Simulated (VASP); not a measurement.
# TiO2 (P4_2/mnm) in VASP: a series of runs, part 3 of 3

VASP 6.6.1. Earlier steps stand in the parts before.

### Step 5. Single point, r2SCAN

This run uses another cell than the first one, of 10.40 Å³/atom.

The input, POSCAR:

```
TiO2
1.0
    4.5968534940      0.0000000000      0.0000000000
    0.0000000000      4.5968534940      0.0000000000
    0.0000000000      0.0000000000      2.9534912666
Ti O
2 4
Direct
    0.0000000000      0.0000000000      0.0000000000
    0.5000000000      0.5000000000      0.5000000000
    0.3046432220      0.3046432220      0.0000000000
    0.1953567780      0.8046432220      0.5000000000
    0.8046432220      0.1953567780      0.5000000000
    0.6953567780      0.6953567780      0.0000000000
```

The input, INCAR.step1:

```
ALGO = Normal
EDIFF = 1E-4
ENCUT = 520
GGA = PE
ISMEAR = 0
LASPH = T
LCHARG = F
LREAL = F
LWAVE = T
NBANDS = 33
NELM = 100
PREC = Accurate
SIGMA = 0.01
```

The input, INCAR.step2:

```
ALGO = Normal
EDIFF = 1E-6
ENCUT = 520
ISIF = 2
ISMEAR = 0
ISTART = 1
LASPH = T
LCHARG = T
LELF = T
LMIXTAU = T
LREAL = F
LVHAR = T
LWAVE = F
METAGGA = R2SCAN
NBANDS = 33
NELM = 100
PREC = Accurate
SIGMA = 0.01
```

The input, KPOINTS:

```
k-points
0
Gamma
  6 6 8
```

Launch:

```sh
cat potpaw_PBE.64/Ti_sv/POTCAR potpaw_PBE.64/O/POTCAR > POTCAR
cp INCAR.step1 INCAR
mpirun -np 1 vasp_std > vasp.out
cp INCAR.step2 INCAR
mpirun -np 1 vasp_std > vasp.out
```

It took 2.8 min on 1 thread of Intel Xeon 6975P-C (Granite Rapids), shared host; peak memory 0.22 GiB.

The run converged. Its results:

| Quantity | Value |
| --- | --- |
| Free energy | -69.7942 eV |
| Pressure | 1.3 GPa |
| Largest force | 0.038 eV/Å |
| Band gap on the k mesh | 2.23 eV |

Forces on the atoms (eV/Å):
```
Ti   0.000  0.000  0.000
Ti   0.000  0.000  0.000
O   -0.027 -0.027  0.000
O    0.027 -0.027  0.000
O   -0.027  0.027  0.000
O    0.027  0.027  0.000
```

Stress tensor (GPa, compression positive):
```
1.05 0.00 0.00
0.00 1.05 0.00
0.00 0.00 1.78
```

Levels at points of the mesh, in eV from the valence-band top:
```
           k point  band 21  band 22  band 23  band 24  band 25  band 26  band 27  band 28
(0.00, 0.00, 0.00)    -0.76    -0.49    -0.49     0.00     2.23     2.55     2.79     2.88
(0.50, 0.00, 0.00)    -1.70    -1.70    -0.77    -0.77     2.92     2.92     3.41     3.41
(0.50, 0.50, 0.00)    -1.38    -1.38    -1.13    -1.13     2.27     2.27     2.90     2.90
(0.00, 0.00, 0.50)    -2.40    -2.40    -1.48    -1.48     3.33     3.33     3.59     3.59
(0.50, 0.00, 0.50)    -2.08    -2.08    -1.09    -1.09     2.29     2.29     3.62     3.62
(0.50, 0.50, 0.50)    -1.31    -1.31    -0.72    -0.72     2.97     2.97     3.60     3.60
```

Caveat: the PAW data sets were made with another functional, which shifts forces and pressure a little.

### Step 6. Single point, r2SCAN (strain +1.0%)

The input, POSCAR:

```
TiO2
1.0
    4.6428220289      0.0000000000      0.0000000000
    0.0000000000      4.6428220289      0.0000000000
    0.0000000000      0.0000000000      2.9830261793
Ti O
2 4
Direct
    0.0000000000      0.0000000000      0.0000000000
    0.5000000000      0.5000000000      0.5000000000
    0.3057990582      0.3057990582      0.0000000000
    0.1942009418      0.8057990582      0.5000000000
    0.8057990582      0.1942009418      0.5000000000
    0.6942009418      0.6942009418      0.0000000000
```

The input, INCAR.step1:

```
SYSTEM = TiO2
  ALGO = Normal
  EDIFF = 1E-4
  ENCUT = 520
  GGA = PE
  ISMEAR = 0
  LASPH = .True.
  LCHARG = .False.
  LREAL = .False.
  LWAVE = .True.
  NBANDS = 33
  NELM = 80
  PREC = Accurate
  SIGMA = 0.01
```

The input, INCAR.step2:

```
SYSTEM = TiO2
  ALGO = Normal
  EDIFF = 1E-6
  ENCUT = 520
  ISIF = 2
  ISMEAR = 0
  ISTART = 1
  LASPH = .True.
  LCHARG = .False.
  LMIXTAU = .True.
  LREAL = .False.
  LWAVE = .False.
  METAGGA = R2SCAN
  NBANDS = 33
  NELM = 80
  PREC = Accurate
  SIGMA = 0.01
```

The input, KPOINTS:

```
k-points
0
Gamma
  6 6 8
  0 0 0
```

Potentials or basis: VASP PAW PBE potentials, release 64 (Ti_sv, O).

Launch:

```sh
cat potpaw_PBE.64/Ti_sv/POTCAR potpaw_PBE.64/O/POTCAR > POTCAR
cp INCAR.step1 INCAR
mpirun -np 1 vasp_std > vasp.out
cp INCAR.step2 INCAR
mpirun -np 1 vasp_std > vasp.out
```

It took 2.8 min on 1 thread of Intel Xeon 6975P-C (Granite Rapids), shared host; peak memory 0.23 GiB.

The run converged. Its results:

```
Free energy            : -69.7701 eV
Pressure               : -5.5 GPa
Largest force          : 0.037 eV/Å
Band gap on the k mesh : 2.19 eV
```

Forces on the atoms (eV/Å):
```
Ti   0.000  0.000  0.000
Ti   0.000  0.000  0.000
O   -0.026 -0.026  0.000
O    0.026 -0.026  0.000
O   -0.026  0.026  0.000
O    0.026  0.026  0.000
```

Stress tensor (GPa, compression positive):
```
-5.10  0.00  0.00
 0.00 -5.10  0.00
 0.00  0.00 -6.32
```

Levels at points of the mesh, in eV from the valence-band top:
| k point | band 21 | band 22 | band 23 | band 24 | band 25 | band 26 | band 27 | band 28 |
| --- | --- | --- | --- | --- | --- | --- | --- | --- |
| (0.00, 0.00, 0.00) | -0.75 | -0.46 | -0.46 | 0.00 | 2.19 | 2.53 | 2.73 | 2.80 |
| (0.50, 0.00, 0.00) | -1.64 | -1.64 | -0.74 | -0.74 | 2.86 | 2.86 | 3.28 | 3.28 |
| (0.50, 0.50, 0.00) | -1.36 | -1.36 | -1.07 | -1.07 | 2.23 | 2.23 | 2.82 | 2.82 |
| (0.00, 0.00, 0.50) | -2.26 | -2.26 | -1.45 | -1.45 | 3.21 | 3.21 | 3.46 | 3.46 |
| (0.50, 0.00, 0.50) | -2.01 | -2.01 | -1.03 | -1.03 | 2.24 | 2.24 | 3.49 | 3.49 |
| (0.50, 0.50, 0.50) | -1.23 | -1.23 | -0.71 | -0.71 | 2.87 | 2.87 | 3.51 | 3.51 |

Caveat: the cell differs from its parent crystal (strain +1.0%); the cell stands under tension; the PAW data sets were made with another functional, which shifts forces and pressure a little.

### Step 7. Single point, r2SCAN (strain +2.0%)

The input, POSCAR:

```
TiO2
1.0
    4.6887905639      0.0000000000      0.0000000000
    0.0000000000      4.6887905639      0.0000000000
    0.0000000000      0.0000000000      3.0125610919
Ti O
2 4
Direct
    0.0000000000      0.0000000000      0.0000000000
    0.5000000000      0.5000000000      0.5000000000
    0.3071643882      0.3071643882      0.0000000000
    0.1928356118      0.8071643882      0.5000000000
    0.8071643882      0.1928356118      0.5000000000
    0.6928356118      0.6928356118      0.0000000000
```

The input, INCAR.step1:

```
SYSTEM = TiO2
PREC = Accurate
ENCUT = 520
ISMEAR = 0
SIGMA = 0.01
LREAL = .FALSE.
LASPH = .TRUE.
NELM = 100
NBANDS = 33
GGA = PE
ALGO = Normal
EDIFF = 1E-4
LWAVE = .TRUE.
LCHARG = .FALSE.
```

The input, INCAR.step2:

```
SYSTEM = TiO2
PREC = Accurate
ENCUT = 520
EDIFF = 1E-6
ISMEAR = 0
SIGMA = 0.01
LREAL = .FALSE.
LASPH = .TRUE.
NELM = 100
ALGO = Normal
ISIF = 2
LWAVE = .FALSE.
LCHARG = .FALSE.
METAGGA = R2SCAN
LMIXTAU = .TRUE.
NBANDS = 33
ISTART = 1
```

The input, KPOINTS:

```
regular mesh
0
G
  6 6 8
  0 0 0
```

Launch:

```sh
cat potpaw_PBE.64/Ti_sv/POTCAR potpaw_PBE.64/O/POTCAR > POTCAR
cp INCAR.step1 INCAR
mpirun -np 1 vasp_std > vasp.out
cp INCAR.step2 INCAR
mpirun -np 1 vasp_std > vasp.out
```

Run time: 2.8 min. Hardware: 1 thread of Intel Xeon 6975P-C (Granite Rapids), shared host; peak memory 0.23 GiB.

Results (log left out):

| Item | Value |
| --- | --- |
| Free energy | -69.6695 eV |
| Pressure | -11.3 GPa |
| Largest force | 0.044 eV/Å |
| Band gap on the k mesh | 2.16 eV |

Forces in eV/Å, atoms in the order of the input:
```
Ti   0.000  0.000  0.000
Ti   0.000  0.000  0.000
O   -0.031 -0.031  0.000
O    0.031 -0.031  0.000
O   -0.031  0.031  0.000
O    0.031  0.031  0.000
```

Stress tensor (GPa, compression positive):
```
-10.23   0.00   0.00
  0.00 -10.23   0.00
  0.00   0.00 -13.49
```

Levels at points of the mesh, in eV from the valence-band top:
| k point | band 20 | band 21 | band 22 | band 23 | band 24 | band 25 | band 26 | band 27 | band 28 | band 29 |
| --- | --- | --- | --- | --- | --- | --- | --- | --- | --- | --- |
| (0.00, 0.00, 0.00) | -1.97 | -0.74 | -0.43 | -0.43 | 0.00 | 2.16 | 2.52 | 2.68 | 2.73 | 2.73 |
| (0.50, 0.00, 0.00) | -2.91 | -1.59 | -1.59 | -0.71 | -0.71 | 2.80 | 2.80 | 3.16 | 3.16 | 3.72 |
| (0.50, 0.50, 0.00) | -2.00 | -1.33 | -1.33 | -1.01 | -1.01 | 2.21 | 2.21 | 2.74 | 2.74 | 3.94 |
| (0.00, 0.00, 0.50) | -2.71 | -2.12 | -2.12 | -1.42 | -1.42 | 3.09 | 3.09 | 3.33 | 3.33 | 3.83 |
| (0.50, 0.00, 0.50) | -2.37 | -1.95 | -1.95 | -0.97 | -0.97 | 2.20 | 2.20 | 3.36 | 3.36 | 4.02 |
| (0.50, 0.50, 0.50) | -2.69 | -1.14 | -1.14 | -0.71 | -0.71 | 2.77 | 2.77 | 3.38 | 3.38 | 3.44 |

Caveat: the cell differs from its parent crystal (strain +2.0%); the cell stands under tension; the PAW data sets were made with another functional, which shifts forces and pressure a little. A k mesh can miss the band edges.

### Step 8. The runs side by side

| cell | gap on the mesh (eV) | pressure (GPa) | largest force (eV/Å) |
| --- | --- | --- | --- |
| a = 4.459, b = 4.459, c = 2.865 Å, 6 atoms, atomic positions A | 2.36 | 28.5 | 0.03 |
| a = 4.505, b = 4.505, c = 2.894 Å, 6 atoms, atomic positions A | 2.31 | 18.2 | 0.03 |
| a = 4.551, b = 4.551, c = 2.924 Å, 6 atoms, atomic positions A | 2.27 | 9.1 | 0.03 |
| a = 4.597, b = 4.597, c = 2.953 Å, 6 atoms, atomic positions B | 2.23 | 1.3 | 0.04 |
| a = 4.643, b = 4.643, c = 2.983 Å, 6 atoms, atomic positions B | 2.19 | -5.5 | 0.04 |
| a = 4.689, b = 4.689, c = 3.013 Å, 6 atoms, atomic positions C | 2.16 | -11.3 | 0.04 |

Alike in all rows: task single point; level r2SCAN; potentials or basis VASP PAW PBE potentials, release 64 (Ti_sv, O); no spin polarisation; k mesh 6 × 6 × 8; cutoff (eV) 520; smearing gaussian 0.01 eV.

Caveats: the PAW data sets were made with another functional, which shifts forces and pressure a little; the cell stands under pressure (at least some runs); the cell stands under tension (at least some runs).

Total energies depend on the potentials used, so only differences within one code and one set of settings carry meaning.
